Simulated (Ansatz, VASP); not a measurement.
## YSe: VASP beside Ansatz

```
Y Se
1.0
     0.00000    2.82063    2.82063
     2.82063    0.00000    2.82063
     2.82063    2.82063    0.00000
Y Se
1 1
Cartesian
  2.8206 2.8206 2.8206
  0.0000 0.0000 0.0000
```

Alike in both runs: task single point; functional LDA; k mesh 9 × 9 × 9; occupations fermi-dirac, width 0.02 eV; no spin polarisation.

|  | VASP | Ansatz |
| --- | --- | --- |
| version | VASP 6.6.1 | Ansatz 0.2.0 |
| potentials or method | VASP PAW LDA potentials, release 64 (Y_sv, Se) | PAW with Ansatz's default frozen-core files, scalar-relativistic |
| plane-wave cutoff (eV) | 520 | 420 |
| valence electrons in the cell | 17 | 27 |

Ansatz gave:

```
pressure (GPa) : 0.0
```

Problem. Which values does VASP return?

Solution. Pressure (GPa): 0.2.

LDA's correlation is that of Perdew and Zunger in VASP and of Perdew and Wang (1992) in Ansatz. VASP's potentials hold 17 valence electrons a cell and Ansatz's 27, so a difference there can come from the potentials and not from the codes.
